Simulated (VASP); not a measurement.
Wanted: the native input for a VASP 6.6.1 run.

```yaml
Task: relaxation of cell and atoms
Functional: PBEsol
Potentials_or_basis: VASP PAW PBE potentials, release 64 (Ga_d)
Cutoff: 600 eV
k_mesh: 10 × 10 × 10
Occupations: fermi-dirac, width 0.05 eV
Spin: no spin polarisation
Dipole_correction: no
Further_INCAR_settings: ALGO = Normal; EDIFF = 1e-07; IBRION = 2; EDIFFG = -0.01; NSW = 60; ISIF = 3
```

The structure of Ga lies in POSCAR:

```
Ga
1.0
    2.7164800000      0.0000000000      0.0000000000
    0.0000000000      2.7164800000      0.0000000000
    0.0000000000      0.0000000000      2.7164800000
Ga
1
Direct
    0.0000000000      0.0000000000      0.0000000000
```

One way to write it, as run:

INCAR

```
SYSTEM = Ga
PREC = Accurate ; ENCUT = 600
EDIFF = 1E-7 ; ISMEAR = -1
SIGMA = 0.05 ; LREAL = .False.
LASPH = .True. ; NELM = 80
ALGO = Normal ; ISIF = 3
LWAVE = .False. ; LCHARG = .False.
GGA = PS ; IBRION = 2
NSW = 60 ; EDIFFG = -0.01
```

KPOINTS

```
Automatic mesh
0
Gamma
  10 10 10
  0 0 0
```

Potentials or basis: VASP PAW PBE potentials, release 64 (Ga_d).

Command:

```bash
$ cat potpaw_PBE.64/Ga_d/POTCAR > POTCAR
$ mpirun -np 1 vasp_std > vasp.out
```

It gave:

| Property | Result |
| --- | --- |
| Relaxed volume | 18.70 Å³/atom |
| Relaxed cell | a = 2.654 Å, b = 2.654 Å, c = 2.654 Å, α = 90.00°, β = 90.00°, γ = 90.00° |
| Space group after relaxing (to 0.05 Å) | Pm-3m (No. 221) |
| Energy gained by relaxing | 14.4 meV/atom |
| Ionic steps | 3 |
| Pressure after relaxing | 0.0 GPa |

Caveat: the PAW data sets were made with another functional, which shifts forces and pressure a little.

It took 8 s on 1 thread of Intel(R) Xeon(R) 6975P-C (Granite Rapids) (shared host), peak memory 0.14 GiB.
